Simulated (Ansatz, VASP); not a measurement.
# Rh in VASP and in Ansatz

```
Rh
1.0
     0.09885    1.95224    1.95224
     1.95224    0.09885    1.95224
     1.95224    1.95224    0.09885
Rh
1
Direct
  0.00000 0.00000 0.00000
```

Alike in both runs: task single point; functional PBEsol; k mesh 24 × 24 × 24; occupations gaussian, width 0.15 eV; no spin polarisation.

|  | VASP | Ansatz |
| --- | --- | --- |
| version | VASP 6.6.1 | Ansatz 0.2.0 |
| potentials or method | VASP PAW PBE potentials, release 64 (Rh_pv), cutoff 520 eV | scalar-relativistic, plane waves, PAW |
| valence electrons in the cell | 15 | 17 |

Ansatz gave:

- gap on the k mesh at the Fermi level (eV): none
- pressure (GPa): -2.8
- traceless stress, the component that is largest in VASP (GPa): -9.84

Task: Which values does VASP return?

Result: gap on the k mesh at the Fermi level (eV): none; pressure (GPa): -2.8; traceless stress, the component that is largest in VASP (GPa): -9.83.

VASP's potentials were made for PBE, not for PBEsol. A gap of «none» marks a metal or a gap that the smearing closes. VASP's potentials hold 15 valence electrons a cell and Ansatz's 17, so a difference there can come from the potentials and not from the codes.
